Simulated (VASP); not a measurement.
# Ga8Se5S3 (Pm) in VASP: single point with PBE+D3(BJ)

Aim: the single point of Ga8Se5S3 with PBE+D3(BJ).

All numbers are computed with VASP 6.6.1; they aren't measurements. Logs are shortened: lines on timing, memory, paths and dates and some standing lists are left out, and cuts for length are marked.

### Step 1. The cell of the first run

The structure is monoclinic, space group Pm (No. 6). Conventional cell: a = 6.410 Å, b = 3.703 Å, c = 15.820 Å, α = 90.00°, β = 90.28°, γ = 90.00°. Within 3.1 Å of Ga (site symmetry m) lie 1 S at 2.35 Å and 1 Ga at 2.44 Å and 2 Se at 2.46 Å. Ga (site symmetry m) has 2 S at 2.37 Å and 1 Ga at 2.45 Å and 1 Se at 2.47 Å within 3.1 Å. Within 3.2 Å of Ga (site symmetry m) lie 1 Ga at 2.44 Å and 3 Se at 2.45 to 2.46 Å. Ga (site symmetry m) has 1 Ga at 2.45 Å and 3 Se at 2.45 to 2.46 Å within 3.2 Å. Within 3.1 Å of Ga (site symmetry m) lie 1 S at 2.35 Å and 1 Ga at 2.44 Å and 2 Se at 2.46 Å. Within 3.1 Å of Ga (site symmetry m) lie 2 S at 2.37 Å and 1 Ga at 2.45 Å and 1 Se at 2.48 Å. Ga (site symmetry m) has 1 S at 2.35 Å and 1 Ga at 2.44 Å and 2 Se at 2.46 Å within 3.1 Å. Within 3.1 Å of Ga (site symmetry m) lie 2 S at 2.37 Å and 1 Ga at 2.45 Å and 1 Se at 2.47 Å.

### Step 2. Single point, PBE+D3(BJ)

Input file INCAR:

```
SYSTEM = Ga8Se5S3
ALGO = Normal
EDIFF = 1E-7
ENCUT = 520
GGA = PE
ISIF = 2
ISMEAR = 0
IVDW = 12
LASPH = .True.
LCHARG = .False.
LREAL = Auto
LWAVE = .False.
NBANDS = 90
NELM = 80
PREC = Accurate
SIGMA = 0.02
```

Input file KPOINTS:

```
k-points
0
Gamma
  4 4 1
  0 0 0
```

Input file POSCAR:

```
Ga8Se5S3
1.0
    7.4029639846     -0.0014355275      0.0155309844
   -1.8513626029      3.2066540855      0.0000000000
    0.0334914977      0.0193363252     15.8204002172
Ga Se S
8 5 3
Direct
    0.1643210027      0.6643210027      0.1720604839
    0.6764387899      0.6764387899      0.1718367897
    0.3333382618      0.3333382618      0.6746855526
    0.8293848023      0.3293848023      0.6749407002
    0.1624456303      0.6624456303      0.3264153669
    0.6743875999      0.6743875999      0.3267704461
    0.3351934997      0.3351934997      0.8289636551
    0.8243317295      0.3243317295      0.8295336484
    0.1647311387      0.6647311387      0.5993995561
    0.6666057023      0.6666057023      0.5974923911
    0.3385525716      0.3385525716      0.0970678231
    0.1620269170      0.6620269170      0.9045227500
    0.3343966317      0.3343966317      0.4016682145
    0.8374066679      0.3374066679      0.1049906713
    0.6622819505      0.6622819505      0.8960407401
    0.8341571039      0.3341571039      0.3936112111
```

Potentials or basis: VASP PAW PBE potentials, release 64 (Ga_d, Se, S).

Started as:

```sh
$ cat potpaw_PBE.64/Ga_d/POTCAR potpaw_PBE.64/Se/POTCAR potpaw_PBE.64/S/POTCAR > POTCAR
$ mpirun -np 1 vasp_std > vasp.out
```

OUTCAR:

```text
SYSTEM = Ga8Se5S3
   EDIFF = 1E-7
   ENCUT = 520
   GGA = PE
   ISIF = 2
   ISMEAR = 0
   IVDW = 12
   LASPH = .True.
   LREAL = Auto
   NELM = 80
   PREC = Accurate
 IVDW          = 12

 ion  position               nearest neighbor table
   1  0.164  0.664  0.172-  14 2.35   5 2.44  11 2.46  11 2.46
   2  0.676  0.676  0.172-  14 2.37  14 2.37   6 2.45  11 2.47
   3  0.333  0.333  0.675-   7 2.44   9 2.45   9 2.45  10 2.46
   4  0.829  0.329  0.675-   8 2.45   9 2.45  10 2.46  10 2.46
   5  0.162  0.662  0.326-  16 2.35   1 2.44  13 2.46  13 2.46
   6  0.674  0.674  0.327-  16 2.37  16 2.37   2 2.45  13 2.48
   7  0.335  0.335  0.829-  15 2.35   3 2.44  12 2.46  12 2.46
   8  0.824  0.324  0.830-  15 2.37  15 2.37   4 2.45  12 2.47
   9  0.165  0.665  0.599-   4 2.45   3 2.45   3 2.45
  10  0.667  0.667  0.597-   4 2.46   4 2.46   3 2.46
  11  0.339  0.339  0.097-   1 2.46   1 2.46   2 2.47
  12  0.162  0.662  0.905-   7 2.46   7 2.46   8 2.47
  13  0.334  0.334  0.402-   5 2.46   5 2.46   6 2.48
  14  0.837  0.337  0.105-   1 2.35   2 2.37   2 2.37
  15  0.662  0.662  0.896-   7 2.35   8 2.37   8 2.37
  16  0.834  0.334  0.394-   5 2.35   6 2.37   6 2.37

  LATTYP: Found a simple monoclinic cell.
 ALAT       =     6.4104559212
 B/A-ratio  =     0.5776071540
 C/A-ratio  =     2.4679129970
 COS(beta)  =    -0.0048672163

  Lattice vectors:

 A1 = (   5.5516013817,   3.2052185580,   0.0155309844)
 A2 = (   1.8513626029,  -3.2066540855,   0.0000000000)
 A3 = (  -0.0334914977,  -0.0193363252, -15.8204002172)

Analysis of symmetry for initial positions (statically):
=====================================================================
 Subroutine PRICEL returns:
 Original cell was already a primitive cell.

 Routine SETGRP: Setting up the symmetry group for a
 simple monoclinic supercell.

 Subroutine GETGRP returns: Found  2 space group operations
 (whereof  2 operations were pure point group operations)
 out of a pool of  4 trial point group operations.

The static configuration has the point symmetry C_1h.

Analysis of symmetry for dynamics (positions and initial velocities):
=====================================================================
 Subroutine PRICEL returns:
 Original cell was already a primitive cell.

 Routine SETGRP: Setting up the symmetry group for a
[... 120 lines left out ...]
   EDIFFG = 0.1E-05   stopping-criterion for IOM
   NSW    =      0    number of steps for IOM
   IBRION =     -1    ionic relax: 0-MD 1-quasi-New 2-CG
   NFREE  =      0    steps in history (QN), initial steepest desc. (CG)
   ISIF   =      2    stress and relaxation
   ISYM   =      2    0-nonsym 1-usesym 2-fastsym
   POTIM  = 0.5000    time-step for ionic-motion
   TEBEG  =    0.0;   TEEND  =   0.0 temperature during run
   PSTRESS=    0.0 pullay stress
   NELECT =     152.0000    total number of electrons
   NUPDOWN=      -1.0000    fix difference up-down
   EMIN   =  10.00;   EMAX   =-10.00  energy-range for DOS
   EFERMI =   0.00;   METHOD = LEGACY
   ISMEAR =     0;   SIGMA  =   0.02  broadening in eV -4-tet -1-fermi 0-gaus
   EFERMI_NEDOS =   21; number of points for ismear=-14 and -15
   IALGO  =     38    algorithm
   IMIX   =      4    mixing-type and parameters
     AMIX     =   0.40;   BMIX     =  1.00
     AMIX_MAG =   1.60;   BMIX_MAG =  1.00
  volume/ion in A,a.u.               =      23.47       158.38
  Fermi-wavevector in a.u.,A,eV,Ry     =   1.211011  2.288479 19.953586  1.466547
  Thomas-Fermi vector in A             =   2.346540
   LORBIT       =      0    0 simple, 1 ext, 2 COOP (PROOUT), +10 PAW based schemes
   GGA     = PE    functional components
   LHFCALC =     F    Hartree Fock is set to
   AEXX    =    0.0000 exact exchange contribution
   IVDW    =    12    specifies the selected vdW correction
   LEPSILON=     F    determine dielectric tensor
   LRPA    =     F    only Hartree local field effects (RPA)
 non-spin polarized calculation
 Gauss-broadening in eV      SIGMA  =   0.02
  energy-cutoff  :      520.00
  volume of cell :      375.51
 maximum number of plane-waves:     10168
 NGX is ok and might be reduce to    56
   NGX = 27   NGY = 13   NGZ = 59

 number of electron     151.9999996 magnetization

 Free energy of the ion-electron system (eV)
  ---------------------------------------------------
  ext. energy  EPLUGINS =         0.00000000
  ---------------------------------------------------
  free energy    TOTEN  =       -62.42711716 eV

  energy without entropy =      -62.42711716  energy(sigma->0) =      -62.42711716

 E-fermi :   3.7193     XC(G=0):  -9.3163

 val. band max:        3.5706881149   @ k =   0.0000   0.0000   0.0000
 cond. band min:       4.6945643471   @ k =   0.0000   0.0000   0.0000
 fundamental gap:      1.1238762322
 Fermi energy:         3.7193437469

 k-point     1 :       0.0000    0.0000    0.0000
  band No.  band energies     occupation
      1     -11.6845      2.00000
      2     -11.6161      2.00000
      3     -11.6065      2.00000
      4     -11.5796      2.00000
      5     -11.5120      2.00000
      6     -11.4988      2.00000
[... 808 lines left out ...]
     87       7.9385      0.00000
     88       7.9497      0.00000
 [bands above 88 left out]

------------------------ aborting loop because EDIFF is reached ----------------------------------------

 Edisp (eV)   -4.53123

 E8    (eV) :    -1.9529

  FORCE on cell =-STRESS in cart. coord.  units (eV):
  Direction    XX          YY          ZZ          XY          YZ          ZX
  --------------------------------------------------------------------------------------
  -------------------------------------------------------------------------------------
  Total       0.26829     1.02462     0.30772    -0.65501     0.00679     0.01175
  in kB       1.14468     4.37170     1.31293    -2.79468     0.02895     0.05015
  external pressure =        2.28 kB  Pullay stress =        0.00 kB

 VOLUME and BASIS-vectors are now :
 -----------------------------------------------------------------------------
  energy-cutoff  :      520.00
  volume of cell :      375.51
      direct lattice vectors                 reciprocal lattice vectors
     7.402963985 -0.001435527  0.015530984     0.135096955  0.077998263 -0.000381330
    -1.851362603  3.206654085  0.000000000     0.000061279  0.311886915 -0.000381330
     0.033491498  0.019336325 15.820400217    -0.000132626 -0.000076571  0.063209900

 POSITION                                       TOTAL-FORCE (eV/Angst)
 -----------------------------------------------------------------------------------
     -0.00767      2.13334      2.72462        -0.018898     -0.010911      0.020625
      3.76107      2.17146      2.72903         0.002694      0.001555      0.016052
      1.87316      1.08147     10.67897         0.007018      0.004052      0.022718
      5.55270      1.06808     10.69071         0.005499      0.003175      0.026829
     -0.01292      2.13031      5.16654        -0.018368     -0.010605     -0.017737
      3.75488      2.16788      5.18011         0.004497      0.002597     -0.014155
[... 8 lines left out ...]
      3.70674      2.14008     14.18601        -0.005445     -0.003143     -0.011632
      5.56977      1.07794      6.24004         0.009132      0.005272     -0.011785
 -----------------------------------------------------------------------------------
    total drift:                                0.000541      0.000310      0.005704

  FREE ENERGIE OF THE ION-ELECTRON SYSTEM (eV)
  ---------------------------------------------------
  free  energy   TOTEN  =       -66.9583449637 eV

  energy  without entropy=      -66.9583449637  energy(sigma->0) =      -66.95834496
```

stdout:

```text
POSCAR found type information on POSCAR GaSeS
 POSCAR found :  3 types and      16 ions
 scaLAPACK will be used
 LDA part: xc-table for (Slater+PW92), standard interpolation
 POSCAR, INCAR and KPOINTS ok, starting setup
 FFT: planning ... GRIDC
 FFT: planning ... GRID_SOFT
 FFT: planning ... GRID
 WAVECAR not read
 entering main loop
```

Run time: 8 min. Hardware: 1 thread of Intel Xeon Platinum 8375C at 2.90GHz (Ice Lake), shared host; peak memory 0.53 GiB.

What came out:

| Quantity | Value |
| --- | --- |
| Free energy | -66.9583 eV |
| Pressure | 0.2 GPa |
| Largest force | 0.030 eV/Å |
| Band gap on the k mesh | 1.12 eV |
| Dispersion energy per atom | -0.283 eV |

Forces in eV/Å, atoms in the order of the input:
```
Ga  -0.019 -0.011  0.021
Ga   0.003  0.002  0.016
Ga   0.007  0.004  0.023
Ga   0.005  0.003  0.027
Ga  -0.018 -0.011 -0.018
Ga   0.004  0.003 -0.014
Ga   0.018  0.010 -0.018
Ga  -0.002 -0.001 -0.013
Se  -0.002 -0.001 -0.009
Se  -0.005 -0.003 -0.005
Se   0.002  0.001 -0.014
Se  -0.010 -0.006  0.010
Se   0.005  0.003  0.011
S    0.006  0.004  0.007
S   -0.005 -0.003 -0.012
S    0.009  0.005 -0.012
```

Stress tensor (GPa, compression positive):
```
 0.11 -0.28  0.01
-0.28  0.44  0.00
 0.01  0.00  0.13
```

Caveat: the k points lie up to 0.42 Å⁻¹ apart; an odd mesh through Γ misses points on the zone boundary, where band edges can lie.
